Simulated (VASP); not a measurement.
# CsMg7 (P-6m2) in VASP: density of states with PBE

Aim: the density of states of CsMg7 with PBE.

All numbers are computed with VASP 6.6.1; they aren't measurements. Logs are shortened: lines on timing, memory, paths and dates and some standing lists are left out, and cuts for length are marked.

**1. The cell of the first run**

The structure is hexagonal, space group P-6m2 (No. 187). The conventional cell has a = 7.015 Å, b = 7.015 Å, c = 5.446 Å, α = 90.00°, β = 90.00°, γ = 120.00°. Within 4.6 Å of Cs (site symmetry -6m2) lie 12 Mg at 3.51 to 3.52 Å. Mg (site symmetry mm2) has 10 Mg at 3.32 to 3.58 Å and 2 Cs at 3.51 Å within 4.4 Å. Mg (site symmetry mm2) has 10 Mg at 3.14 to 3.87 Å and 2 Cs at 3.52 Å within 4.1 Å. Mg (site symmetry -6m2) has 12 Mg at 3.42 to 3.51 Å within 4.5 Å.

**2. Density of states, PBE**

The input, POSCAR:

```
CsMg7
1.0
    7.0154400000      0.0000000000      0.0000000000
   -3.5077200000      6.0755492587      0.0000000000
    0.0000000000      0.0000000000      5.4458530000
Cs Mg
1 7
Direct
    0.0000000000      0.0000000000      0.0000000000
    0.0073070000      0.5036535000      0.0000000000
    0.4963465000      0.5036535000      0.0000000000
    0.4963465000      0.9926930000      0.0000000000
    0.1839570000      0.3679140000      0.5000000000
    0.1839570000      0.8160430000      0.5000000000
    0.6320860000      0.8160430000      0.5000000000
    0.6666666667      0.3333333333      0.5000000000
```

The input, INCAR.step1:

```
  PREC = Accurate
  ENCUT = 520
  EDIFF = 1E-7
  ISMEAR = -1
  SIGMA = 0.1
  LREAL = F
  LASPH = T
  NELM = 100
  ALGO = Normal
  ISIF = 2
  LWAVE = F
  LCHARG = T
  GGA = PE
  NBANDS = 22
```

The input, KPOINTS.step1:

```
regular mesh
0
Gamma
  4 4 4
```

The input, INCAR.step2:

```
  PREC = Accurate
  ENCUT = 520
  EDIFF = 1E-7
  ISMEAR = -5
  SIGMA = 0.1
  LREAL = F
  LASPH = T
  NELM = 100
  ALGO = Normal
  ISIF = 2
  LWAVE = F
  LCHARG = F
  GGA = PE
  LORBIT = 10
  NBANDS = 22
  NEDOS = 1001
  ICHARG = 11
```

The input, KPOINTS.step2:

```
regular mesh
0
Gamma
  6 6 6
```

Potentials or basis: VASP PAW PBE potentials, release 64 (Cs_sv, Mg).

Run with:

```console
cat potpaw_PBE.64/Cs_sv/POTCAR potpaw_PBE.64/Mg/POTCAR > POTCAR
cp INCAR.step1 INCAR
cp KPOINTS.step1 KPOINTS
mpirun -np 1 vasp_std > vasp.out
cp INCAR.step2 INCAR
cp KPOINTS.step2 KPOINTS
mpirun -np 1 vasp_std > vasp.out
```

OUTCAR:

```text
PREC = Accurate
   ENCUT = 520
   EDIFF = 1E-7
   ISMEAR = -5
   LREAL = F
   LASPH = T
   NELM = 100
   ISIF = 2
   GGA = PE
   LORBIT = 10
   ICHARG = 11

 ion  position               nearest neighbor table
   1  0.000  0.000  0.000-
   2  0.007  0.504  0.000-   6 3.32   6 3.32   5 3.32   5 3.32   8 3.42   8 3.42   4 3.43   3 3.43
                             4 3.58   3 3.58
   3  0.496  0.504  0.000-   7 3.32   7 3.32   5 3.32   5 3.32   8 3.42   8 3.42   4 3.43   2 3.43
                             4 3.58   2 3.58
   4  0.496  0.993  0.000-   6 3.32   7 3.32   6 3.32   7 3.32   8 3.42   8 3.42   2 3.43   3 3.43
                             2 3.58   3 3.58
   5  0.184  0.368  0.500-   6 3.14   7 3.14   2 3.32   3 3.32   2 3.32   3 3.32   8 3.51   8 3.51

   6  0.184  0.816  0.500-   5 3.14   7 3.14   2 3.32   2 3.32   4 3.32   4 3.32   8 3.51   8 3.51

   7  0.632  0.816  0.500-   5 3.14   6 3.14   3 3.32   3 3.32   4 3.32   4 3.32   8 3.51   8 3.51

   8  0.667  0.333  0.500-   4 3.42   4 3.42   2 3.42   2 3.42   3 3.42   3 3.42   7 3.51   5 3.51
                             6 3.51   6 3.51   7 3.51   5 3.51

  LATTYP: Found a hexagonal cell.
 ALAT       =     7.0154400000
 C/A-ratio  =     0.7762667773

  Lattice vectors:

 A1 = (   7.0154400000,   0.0000000000,   0.0000000000)
 A2 = (  -3.5077200000,   6.0755492587,   0.0000000000)
 A3 = (   0.0000000000,   0.0000000000,   5.4458530000)

Analysis of symmetry for initial positions (statically):
=====================================================================
 Subroutine PRICEL returns:
 Original cell was already a primitive cell.

 Routine SETGRP: Setting up the symmetry group for a
 hexagonal supercell.

 Subroutine GETGRP returns: Found 12 space group operations
 (whereof 12 operations were pure point group operations)
 out of a pool of 24 trial point group operations.

The static configuration has the point symmetry D_3h.

Analysis of symmetry for dynamics (positions and initial velocities):
=====================================================================
 Subroutine PRICEL returns:
 Original cell was already a primitive cell.

 Routine SETGRP: Setting up the symmetry group for a
 hexagonal supercell.

 Subroutine GETGRP returns: Found 12 space group operations
 (whereof 12 operations were pure point group operations)
 out of a pool of 24 trial point group operations.

The dynamic configuration has the point symmetry D_3h.

 Subroutine INISYM returns: Found 12 space group operations
 (whereof 12 operations are pure point group operations),
 and found     1 'primitive' translations

[... 124 lines left out ...]
   EFERMI_NEDOS =   21; number of points for ismear=-14 and -15
   IALGO  =     38    algorithm
   IMIX   =      4    mixing-type and parameters
     AMIX     =   0.40;   BMIX     =  1.00
     AMIX_MAG =   1.60;   BMIX_MAG =  1.00
  volume/ion in A,a.u.               =      29.01       195.80
  Fermi-wavevector in a.u.,A,eV,Ry     =   0.757557  1.431575  7.808283  0.573893
  Thomas-Fermi vector in A             =   1.855930
   LORBIT       =     10    0 simple, 1 ext, 2 COOP (PROOUT), +10 PAW based schemes
   GGA     = PE    functional components
   LHFCALC =     F    Hartree Fock is set to
   AEXX    =    0.0000 exact exchange contribution
   IVDW    =     0    specifies the selected vdW correction
   LEPSILON=     F    determine dielectric tensor
   LRPA    =     F    only Hartree local field effects (RPA)
 non-spin polarized calculation
 Fermi weights with tetrahedron method with Bloechl corrections
  energy-cutoff  :      520.00
  volume of cell :      232.12
 maximum number of plane-waves:      6309
 NGX is ok and might be reduce to    54

 number of electron      22.9999999 magnetization

 Free energy of the ion-electron system (eV)
  ---------------------------------------------------
  ext. energy  EPLUGINS =         0.00000000
  ---------------------------------------------------
  free energy    TOTEN  =        -9.08925966 eV

  energy without entropy =       -9.08925966  energy(sigma->0) =       -9.08925966

 E-fermi :   2.1673     XC(G=0):  -8.1215

 val. band max:        2.4748385035   @ k =   0.3333   0.3333   0.5000
 cond. band min:       1.9985063811   @ k =   0.0000   0.0000   0.3333
 fundamental gap:     -0.4763321224
 Fermi energy:         2.1673036692

 k-point     1 :       0.0000    0.0000    0.0000
  band No.  band energies     occupation
      1     -20.2580      2.00000
      2      -7.4134      2.00000
      3      -7.4134      2.00000
      4      -7.2553      2.00000
      5      -3.6521      2.00000
      6      -0.3047      2.00000
[... 589 lines left out ...]
     21       5.7857      0.00000
     22       6.4411      0.00000

 [... further k-points ...]
[... 5 lines left out ...]
  --------------------------------------------------------------------------------------
  -------------------------------------------------------------------------------------
  Total        0.0808966      0.0808966     -0.1095536      0.0000000     -0.0000000      0.0000000
  in kB        0.5583862      0.5583862     -0.7561898      0.0000000     -0.0000000      0.0000000
  external PRESSURE =       0.1201942 kB  Pullay stress =       0.0000000 kB

 VOLUME and BASIS-vectors are now :
 -----------------------------------------------------------------------------
  energy-cutoff  :      520.00
  volume of cell :      232.12
      direct lattice vectors                 reciprocal lattice vectors
     7.015440000  0.000000000  0.000000000     0.142542734  0.082297086  0.000000000
    -3.507720000  6.075549259  0.000000000     0.000000000  0.164594172  0.000000000
     0.000000000  0.000000000  5.445853000     0.000000000  0.000000000  0.183625963

 POSITION                                       TOTAL-FORCE (eV/Angst)
 -----------------------------------------------------------------------------------
      0.00000      0.00000      0.00000        -0.000000     -0.000000     -0.000000
     -1.71541      3.05997      0.00000         0.020899      0.012066      0.000000
      1.71541      3.05997      0.00000        -0.020899      0.012066      0.000000
      0.00000      6.03116      0.00000        -0.000000     -0.024132      0.000000
      0.00000      2.23528      2.72293         0.000000      0.043980     -0.000000
     -1.57191      4.95791      2.72293         0.038088     -0.021990     -0.000000
      1.57191      4.95791      2.72293        -0.038088     -0.021990     -0.000000
      3.50772      2.02518      2.72293        -0.000000      0.000000     -0.000000
 -----------------------------------------------------------------------------------
    total drift:                                0.000070     -0.000040     -0.000000

  FREE ENERGIE OF THE ION-ELECTRON SYSTEM (eV)
  ---------------------------------------------------
  free  energy   TOTEN  =        -9.0892596622 eV

  energy  without entropy=       -9.0892596622  energy(sigma->0) =       -9.08925966

 total charge

# of ion       s       p       d       tot
------------------------------------------
    1        1.857   4.625   0.140   6.622
    2        0.239   0.087   0.008   0.334
    3        0.239   0.087   0.008   0.334
    4        0.239   0.087   0.008   0.334
    5        0.241   0.089   0.008   0.338
    6        0.241   0.089   0.008   0.338
    7        0.241   0.089   0.008   0.338
    8        0.199   0.089   0.008   0.296
--------------------------------------------------
tot          3.494   5.244   0.193   8.931
```

OSZICAR.step1:

```text
N       E                     dE             d eps       ncg     rms          rms(c)
DAV:   1     0.671279343949E+02    0.67128E+02   -0.71362E+03   528   0.772E+02
DAV:   2     0.337744086649E+00   -0.66790E+02   -0.63962E+02   752   0.102E+02
DAV:   3    -0.905961526810E+01   -0.93974E+01   -0.91912E+01   688   0.343E+01
DAV:   4    -0.923089837395E+01   -0.17128E+00   -0.17117E+00   618   0.539E+00
DAV:   5    -0.923211686592E+01   -0.12185E-02   -0.12184E-02   678   0.530E-01    0.175E+00
DAV:   6    -0.918199891739E+01    0.50118E-01   -0.42508E-02   650   0.675E-01    0.111E+00
DAV:   7    -0.914984407644E+01    0.32155E-01   -0.40106E-02   636   0.840E-01    0.211E-01
DAV:   8    -0.914758406506E+01    0.22600E-02   -0.68306E-03   600   0.283E-01    0.358E-02
DAV:   9    -0.914758016907E+01    0.38960E-05   -0.25585E-04   668   0.702E-02    0.154E-02
DAV:  10    -0.914758688481E+01   -0.67157E-05   -0.21412E-05   630   0.175E-02    0.371E-03
DAV:  11    -0.914758843327E+01   -0.15485E-05   -0.13041E-06   662   0.530E-03    0.662E-04
DAV:  12    -0.914758849582E+01   -0.62554E-07   -0.12053E-07   460   0.134E-03
   1 F= -.91475885E+01 E0= -.90838975E+01  d E =-.127382E+00
```

It took 2.7 min on 1 thread of AMD EPYC 7R13 (Zen 3), shared host; peak memory 0.35 GiB.

Results:

```yaml
Valence_electrons_inside_the_program's_atomic_spheres: Cs 6.62; Mg 0.33, 0.34, 0.30
```

Caveat: spin-orbit coupling is left out, which moves the levels of the heavy elements; tetrahedron occupations give inexact forces and stress in metals.
